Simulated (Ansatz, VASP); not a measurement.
BaS in VASP and in Ansatz

```xyz
4
Lattice="5.3819 0.0000 0.0000 -2.6909 4.6608 0.0000 0.0000 0.0000 6.5429" Properties=species:S:1:pos:R:3 pbc="T T T"
Ba    0.0000    3.1072   -0.4089
Ba    2.6909    1.5536    2.8625
S     0.0000    3.1072    2.8625
S     2.6909    1.5536    6.1340
```

Change from the starting cell: uniaxial_z strain +2.5%.

Alike in both runs: task single point; functional PBE; k mesh 6 × 6 × 4; occupations fermi-dirac, width 0.02 eV; no spin polarisation.

```csv
,VASP,Ansatz
version,VASP 6.6.1,Ansatz 0.2.0
potentials or method,"VASP PAW PBE potentials, release 64 (Ba_sv, S)","plane waves, PAW"
plane-wave cutoff (eV),520,420
valence electrons in the cell,32,32
```

Ansatz gave:

| Quantity | Value |
| --- | --- |
| gap on the k mesh at the Fermi level (eV) | 2.62 |
| pressure (GPa) | -0.8 |
| traceless stress, the component that is largest in VASP (GPa) | -0.90 |

**Question.** Estimate VASP's values.

**Answer.** gap on the k mesh at the Fermi level (eV): 2.53; pressure (GPa): -0.4; traceless stress, the component that is largest in VASP (GPa): -0.92.

Neither program's run includes spin-orbit coupling.
